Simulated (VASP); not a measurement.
# AgCl: electric field gradients with PBEsol

AgCl:

```
Ag Cl
1.0
     3.46235    0.00000    0.00000
     0.00000    3.46235    0.00000
     0.00000    0.00000    3.46235
Ag Cl
1 1
Cartesian
  0.0000 0.0000 0.0000
  1.7312 1.7312 1.7312
```

```
Program                : VASP 6.6.1
Task                   : electric field gradients
Functional             : PBEsol
Potentials or basis    : VASP PAW PBE potentials, release 64 (Ag, Cl)
Cutoff                 : 520 eV
k mesh                 : 9 × 9 × 9
Occupations            : fermi-dirac, width 0.01 eV
Spin                   : no spin polarisation
Dipole correction      : no
Further INCAR settings : ALGO = Normal; EDIFF = 1e-08; NBANDS = 16
```

```json
{"Pressure": "-5.6 GPa", "Band gap on the k mesh": "0.44 eV (least direct gap 1.85 eV)", "Largest electric field gradient by atom": "under 0.05 V/Å² on every atom"}
```

Levels at points of the mesh, in eV from the valence-band top:
| k point | band 6 | band 7 | band 8 | band 9 | band 10 | band 11 | band 12 | band 13 |
| --- | --- | --- | --- | --- | --- | --- | --- | --- |
| (0.00, 0.00, 0.00) | -1.72 | -1.42 | -1.42 | -1.42 | 0.44 | 9.35 | 9.35 | 13.34 |

Run time: 18 s on 1 thread of AMD EPYC 7R13 Processor (Zen 3), on a shared host, peak memory 0.14 GiB.

Caveat: the cell stands under tension; semilocal functionals underestimate gaps, and a narrow one can read as zero; the PAW data sets were made with another functional, which shifts forces and pressure a little; an odd mesh through Γ misses points on the zone boundary, where band edges can lie.
